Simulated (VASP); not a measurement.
A run of VASP 6.6.1:

Contents of POSCAR:

```
AlN
1.0
    0.0000000000      2.3055703484      1.9597347961
    2.3055703484      0.0000000000      1.9597347961
    2.3055703484      2.3055703484      0.0000000000
Al N
1 1
Direct
    0.0000000000      0.0000000000      0.0000000000
    0.7500000000      0.7500000000      0.7500000000
```

Contents of INCAR.step1:

```
SYSTEM = AlN
  ALGO = Normal
  EDIFF = 1E-4
  ENCUT = 520
  GGA = PE
  ISMEAR = 0
  LASPH = .True.
  LCHARG = .False.
  LREAL = .False.
  LWAVE = .True.
  NBANDS = 11
  NELM = 60
  PREC = Accurate
  SIGMA = 0.05
```

File INCAR.step2:

```
SYSTEM = AlN
  ALGO = Normal
  EDIFF = 1E-6
  ENCUT = 520
  ISIF = 2
  ISMEAR = 0
  ISTART = 1
  LASPH = .True.
  LCHARG = .False.
  LMIXTAU = .True.
  LREAL = .False.
  LWAVE = .False.
  METAGGA = R2SCAN
  NBANDS = 11
  NELM = 60
  PREC = Accurate
  SIGMA = 0.05
```

File KPOINTS:

```
k-points
0
Gamma
  10 10 10
  0 0 0
```

Potentials or basis: VASP PAW PBE potentials, release 64 (Al, N).

Launch:

```bash
$ cat potpaw_PBE.64/Al/POTCAR potpaw_PBE.64/N/POTCAR > POTCAR
$ cp INCAR.step1 INCAR
$ mpirun -np 1 vasp_std > vasp.out
$ cp INCAR.step2 INCAR
$ mpirun -np 1 vasp_std > vasp.out
```

Hardware: 1 thread of AMD EPYC 9R45 96-Core Processor (Zen 5) (shared host).

Question: Estimate the wall time of this run.

Answer: It took 63 s on 1 thread of AMD EPYC 9R45 96-Core Processor (Zen 5), with other jobs on the host, peak memory 0.12 GiB. Counts: k points 102.
